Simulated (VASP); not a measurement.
# Hf (Fm-3m) in VASP: notebook

The runs below take Hf through single point, with PBEsol+D4.

Program: VASP 6.6.1. These are calculated values, not measurements. Logs are shortened: lines on timing, memory, paths and dates and some standing lists are left out, and cuts for length are marked.

### 1 The cell of the first run

It takes space group Fm-3m (No. 225, cubic). The conventional cell has a = 4.440 Å, b = 4.440 Å, c = 4.440 Å, α = 90.00°, β = 90.00°, γ = 90.00°. Within 4.1 Å of Hf (site symmetry m-3m) lie 12 Hf at 3.14 Å.

### 2 Single point, PBEsol+D4

INCAR reads:

```
ALGO = Normal
EDIFF = 1E-6
ENCUT = 520
GGA = PS
ISIF = 2
ISMEAR = 0
IVDW = 13
LASPH = T
LCHARG = F
LREAL = F
LWAVE = F
NBANDS = 11
NELM = 60
PREC = Accurate
SIGMA = 0.3
```

KPOINTS reads:

```
k-points
0
Gamma
  11 11 11
```

POSCAR reads:

```
Hf
1.0
    3.1395540000      0.0000000000      0.0000000000
    1.5697770000      2.7189335206      0.0000000000
    1.5697770000      0.9063111735      2.5634351066
Hf
1
Direct
    0.0000000000      0.0000000000      0.0000000000
```

Potentials or basis: VASP PAW PBE potentials, release 64 (Hf_pv).

Run with:

```console
$ cat potpaw_PBE.64/Hf_pv/POTCAR > POTCAR
$ mpirun -np 1 vasp_std > vasp.out
```

OUTCAR:

```text
EDIFF = 1E-6
   ENCUT = 520
   GGA = PS
   ISIF = 2
   ISMEAR = 0
   IVDW = 13
   LASPH = T
   LREAL = F
   NELM = 60
   PREC = Accurate

 ion  position               nearest neighbor table
   1  0.000  0.000  0.000-

  LATTYP: Found a face centered cubic cell.
 ALAT       =     4.4399998467

  Lattice vectors:

 A1 = (   3.1395540000,   0.0000000000,   0.0000000000)
 A2 = (   1.5697770000,   2.7189335206,   0.0000000000)
 A3 = (   1.5697770000,   0.9063111735,   2.5634351066)

Analysis of symmetry for initial positions (statically):
=====================================================================
 Subroutine PRICEL returns:
 Original cell was already a primitive cell.

 Routine SETGRP: Setting up the symmetry group for a
 face centered cubic supercell.

 Subroutine GETGRP returns: Found 48 space group operations
 (whereof 48 operations were pure point group operations)
 out of a pool of 48 trial point group operations.

The static configuration has the point symmetry O_h .

Analysis of symmetry for dynamics (positions and initial velocities):
=====================================================================
 Subroutine PRICEL returns:
 Original cell was already a primitive cell.

 Routine SETGRP: Setting up the symmetry group for a
 face centered cubic supercell.

 Subroutine GETGRP returns: Found 48 space group operations
 (whereof 48 operations were pure point group operations)
 out of a pool of 48 trial point group operations.

The dynamic configuration has the point symmetry O_h .

 Subroutine INISYM returns: Found 48 space group operations
 (whereof 48 operations are pure point group operations),
 and found     1 'primitive' translations

----------------------------------------------------------------------------------------

                                     Primitive cell

  volume of cell :      21.8821

  direct lattice vectors                    reciprocal lattice vectors
     3.139554000  0.000000000  0.000000000     0.318516579 -0.183895633 -0.130033849
     1.569777000  2.718933521  0.000000000     0.000000000  0.367791265 -0.130033849
     1.569777000  0.906311174  2.563435107     0.000000000  0.000000000  0.390101547

  length of vectors
     3.139554000  3.139554000  3.139554000     0.390101547  0.390101547  0.390101547

  position of ions in fractional coordinates (direct lattice)
     0.000000000  0.000000000  0.000000000

  ion indices of the primitive-cell ions
   primitive index   ion index
                 1           1

----------------------------------------------------------------------------------------

 KPOINTS: k-points

Automatic generation of k-mesh.
 Grid dimensions read from file:
 generate k-points for:   11   11   11

 Generating k-lattice:

  Cartesian coordinates                     Fractional coordinates (reciprocal lattice)
     0.028956053 -0.016717785 -0.011821259     0.090909091  0.000000000  0.000000000
     0.000000000  0.033435570 -0.011821259     0.000000000  0.090909091 -0.000000000
     0.000000000  0.000000000  0.035463777     0.000000000  0.000000000  0.090909091

  Length of vectors
     0.035463777  0.035463777  0.035463777

  Shift w.r.t. Gamma in fractional coordinates (k-lattice)
     0.000000000  0.000000000  0.000000000

 Subroutine IBZKPT returns following result:
 ===========================================

 Found     56 irreducible k-points:

 Following reciprocal coordinates:
            Coordinates               Weight
  0.000000  0.000000  0.000000      1.000000
  0.090909 -0.000000 -0.000000      8.000000
  0.181818 -0.000000 -0.000000      8.000000
  0.272727  0.000000  0.000000      8.000000
  0.363636 -0.000000 -0.000000      8.000000
  0.454545 -0.000000  0.000000      8.000000
[... 16 lines left out ...]
 -0.272727  0.181818 -0.000000     24.000000
 -0.181818  0.181818  0.000000     12.000000
 [... further k-points ...]
   k-points           NKPTS =     56   k-points in BZ     NKDIM =     56   number of bands    NBANDS=     11
   number of dos      NEDOS =    301   number of ions     NIONS =      1
   total plane-waves  NPLWV =  13824
   dimension x,y,z NGX =    24 NGY =   24 NGZ =   24
   dimension x,y,z NGXF=    48 NGYF=   48 NGZF=   48
   ions per type =               1
   NGX,Y,Z   is equivalent  to a cutoff of  12.71, 12.71, 12.71 a.u.
   NGXF,Y,Z  is equivalent  to a cutoff of  25.42, 25.42, 25.42 a.u.
 SYSTEM =  unknown system
   PREC   = accura    normal or accurate (medium, high low for compatibility)
   ISTART =      0    job   : 0-new  1-cont  2-samecut
   ICHARG =      2    charge: 1-file 2-atom 10-const
   ISPIN  =      1    spin polarized calculation?
   LNONCOLLINEAR =      F non collinear calculations
   LSORBIT =      F    spin-orbit coupling
   LASPH  =      T    aspherical Exc in radial PAW
   ENCUT  =  520.0 eV  38.22 Ry    6.18 a.u.   5.84  5.84  5.84*2*pi/ulx,y,z
   NELM   =     60;   NELMIN=  2; NELMDL= -5     # of ELM steps
   EDIFF  = 0.1E-05   stopping-criterion for ELM
   LREAL  =      F    real-space projection
[... 7 lines left out ...]
   TEBEG  =    0.0;   TEEND  =   0.0 temperature during run
   PSTRESS=    0.0 pullay stress
   NELECT =      10.0000    total number of electrons
   NUPDOWN=      -1.0000    fix difference up-down
   EMIN   =  10.00;   EMAX   =-10.00  energy-range for DOS
   EFERMI =   0.00;   METHOD = LEGACY
   ISMEAR =     0;   SIGMA  =   0.30  broadening in eV -4-tet -1-fermi 0-gaus
   EFERMI_NEDOS =   21; number of points for ismear=-14 and -15
   IALGO  =     38    algorithm
   IMIX   =      4    mixing-type and parameters
     AMIX     =   0.40;   BMIX     =  1.00
     AMIX_MAG =   1.60;   BMIX_MAG =  1.00
  volume/ion in A,a.u.               =      21.88       147.67
  Fermi-wavevector in a.u.,A,eV,Ry     =   1.260991  2.382927 21.634589  1.590097
  Thomas-Fermi vector in A             =   2.394472
   LORBIT       =      0    0 simple, 1 ext, 2 COOP (PROOUT), +10 PAW based schemes
   GGA     = PS    functional components
   LHFCALC =     F    Hartree Fock is set to
   AEXX    =    0.0000 exact exchange contribution
   IVDW    =    13    specifies the selected vdW correction
   LEPSILON=     F    determine dielectric tensor
   LRPA    =     F    only Hartree local field effects (RPA)
 non-spin polarized calculation
 Gauss-broadening in eV      SIGMA  =   0.30
  energy-cutoff  :      520.00
  volume of cell :       21.88
 maximum number of plane-waves:       609
   NGX = 11   NGY = 11   NGZ = 11

 number of electron      10.0000000 magnetization

 Free energy of the ion-electron system (eV)
  ---------------------------------------------------
  ext. energy  EPLUGINS =         0.00000000
  ---------------------------------------------------
  free energy    TOTEN  =       -10.46618670 eV

  energy without entropy =      -10.40510947  energy(sigma->0) =      -10.43564808

 E-fermi :   4.7434     XC(G=0): -11.4941

 val. band max:        4.7102783901   @ k =   0.1818   0.1818   0.0000
 cond. band min:       4.7726501656   @ k =   0.2727   0.0000   0.0000
 fundamental gap:      0.0623717755
 Fermi energy:         4.7433553404

 k-point     1 :       0.0000    0.0000    0.0000
  band No.  band energies     occupation
      1     -25.1432      2.00000
      2     -25.1432      2.00000
      3     -25.1432      2.00000
      4      -2.5573      2.00000
      5       6.1361      0.00000
      6       6.1361      0.00000
      7       6.1361      0.00000
      8       8.9994      0.00000
      9       8.9994      0.00000
     10      16.1797      0.00000
     11      17.8641      0.00000

 k-point     2 :       0.0909   -0.0000   -0.0000
  band No.  band energies     occupation
      1     -25.2180      2.00000
      2     -25.1526      2.00000
      3     -25.1526      2.00000
      4      -2.2623      2.00000
      5       5.8458      0.00000
      6       6.2737      0.00000
      7       6.2737      0.00000
      8       8.8519      0.00000
      9       8.8519      0.00000
     10      16.8204      0.00000
     11      17.8623      0.00000

 k-point     3 :       0.1818   -0.0000   -0.0000
  band No.  band energies     occupation
      1     -25.4140      2.00000
      2     -25.1778      2.00000
      3     -25.1778      2.00000
      4      -1.4487      2.00000
      5       5.2359      0.02023
      6       6.5146      0.00000
      7       6.5146      0.00000
      8       8.7091      0.00000
      9       8.7091      0.00000
     10      17.2105      0.00000
     11      17.8682      0.00000

 k-point     4 :       0.2727    0.0000    0.0000
  band No.  band energies     occupation
      1     -25.6616      2.00000
      2     -25.2105      2.00000
      3     -25.2105      2.00000
      4      -0.3547      2.00000
      5       4.7727      0.89016
      6       6.4419      0.00000
      7       6.4419      0.00000
      8       9.1808      0.00000
      9       9.1808      0.00000
     10      15.9212      0.00000
     11      17.8638      0.00000
[... 239 lines left out ...]
 k-point    22 :      -0.3636    0.1818    0.0000
  band No.  band energies     occupation
      1     -25.8967      2.00000
      2     -25.4544      2.00000
      3     -25.2807      2.00000
      4       1.9240      2.00000
      5       4.3330      1.94693
      6       5.1406      0.06110
      7       6.7880      0.00000
      8       9.8995      0.00000
      9      12.1301      0.00000
     10      14.6056      0.00000
     11      17.8763      0.00000

 k-point    23 :      -0.2727    0.1818   -0.0000
  band No.  band energies     occupation
      1     -25.7816      2.00000
      2     -25.4271      2.00000
      3     -25.2401      2.00000
      4       1.2511      2.00000
      5       4.3908      1.90352
      6       5.1952      0.03317
      7       6.9983      0.00000
      8       8.5981      0.00000
      9      11.7296      0.00000
     10      16.1513      0.00000
     11      17.8808      0.00000

 k-point    24 :      -0.1818    0.1818    0.0000
  band No.  band energies     occupation
      1     -25.6384      2.00000
      2     -25.3492      2.00000
      3     -25.2020      2.00000
      4       0.1426      2.00000
      5       4.5140      1.72036
      6       5.8576      0.00000
      7       7.4217      0.00000
      8       7.5264      0.00000
      9      10.5706      0.00000
     10      17.3796      0.00000
     11      17.8954      0.00000

 [... further k-points ...]

------------------------ aborting loop because EDIFF is reached ----------------------------------------

  DFT-D4 for vdW energy calculation

  Edisp (eV):   -0.12501

  FORCE on cell =-STRESS in cart. coord.  units (eV):
  Direction    XX          YY          ZZ          XY          YZ          ZX
  --------------------------------------------------------------------------------------
  -------------------------------------------------------------------------------------
  Total      -0.36376    -0.36376    -0.36376     0.00000     0.00000     0.00000
  in kB     -26.63376   -26.63376   -26.63376     0.00000     0.00000     0.00000
  external pressure =      -26.63 kB  Pullay stress =        0.00 kB

 VOLUME and BASIS-vectors are now :
 -----------------------------------------------------------------------------
  energy-cutoff  :      520.00
  volume of cell :       21.88
      direct lattice vectors                 reciprocal lattice vectors
     3.139554000  0.000000000  0.000000000     0.318516579 -0.183895633 -0.130033849
     1.569777000  2.718933521  0.000000000     0.000000000  0.367791265 -0.130033849
     1.569777000  0.906311174  2.563435107     0.000000000  0.000000000  0.390101547

 POSITION                                       TOTAL-FORCE (eV/Angst)
 -----------------------------------------------------------------------------------
      0.00000      0.00000      0.00000         0.000000     -0.000000      0.000000
 -----------------------------------------------------------------------------------
    total drift:                               -0.000000      0.000000      0.000000

  FREE ENERGIE OF THE ION-ELECTRON SYSTEM (eV)
  ---------------------------------------------------
  free  energy   TOTEN  =       -10.5911930804 eV

  energy  without entropy=      -10.5301158462  energy(sigma->0) =      -10.56065446
```

It took 6.6 s on 1 thread of Intel Xeon Platinum 8488C (Sapphire Rapids), shared host; peak memory 0.14 GiB.

What came out:

* Free energy: -10.5912 eV
* Pressure: -2.7 GPa
* Band gap on the k mesh: zero (band 5 reaches 6.14 eV, above the bottom of band 6 at 4.40 eV)
* Dispersion energy per atom: -0.125 eV

Caveat: the PAW data sets were made with another functional, which shifts forces and pressure a little; spin-orbit coupling is left out, which moves the levels of the heavy elements; pairwise dispersion overbinds metals, which lowers pressure and volume.

### 3 Single point, PBEsol+D4

INCAR reads:

```
SYSTEM = Hf
  PREC = Accurate
  ENCUT = 520
  EDIFF = 1E-6
  ISMEAR = 0
  SIGMA = 0.2
  LREAL = .False.
  LASPH = .True.
  NELM = 60
  ALGO = Normal
  ISIF = 2
  LWAVE = .False.
  LCHARG = .False.
  GGA = PS
  IVDW = 13
  NBANDS = 11
```

KPOINTS reads:

```
regular mesh
0
Gamma
  11 11 11
  0 0 0
```

POSCAR is that of step 2.

Potentials or basis: VASP PAW PBE potentials, release 64 (Hf_pv).

Run with:

```console
$ cat potpaw_PBE.64/Hf_pv/POTCAR > POTCAR
$ mpirun -np 1 vasp_std > vasp.out
```

It took 6.4 s on 1 thread of Intel Xeon Platinum 8488C (Sapphire Rapids), shared host; peak memory 0.14 GiB.

Results (log left out):

| Quantity | Value |
| --- | --- |
| Free energy | -10.5748 eV |
| Pressure | -2.9 GPa |
| Band gap on the k mesh | zero (band 5 reaches 6.14 eV, above the bottom of band 6 at 4.40 eV) |
| Dispersion energy per atom | -0.125 eV |

Levels at points of the mesh, in eV from the Fermi level:
```csv
k point,band 2,band 3,band 4,band 5,band 6,band 7,band 8,band 9
"(0.00, 0.00, 0.00)",-29.89,-29.89,-7.30,1.39,1.39,1.39,4.25,4.25
```

Caveat: the PAW data sets were made with another functional, which shifts forces and pressure a little; spin-orbit coupling is left out, which moves the levels of the heavy elements; pairwise dispersion overbinds metals, which lowers pressure and volume.

(Part 1 of 2 ends here.)
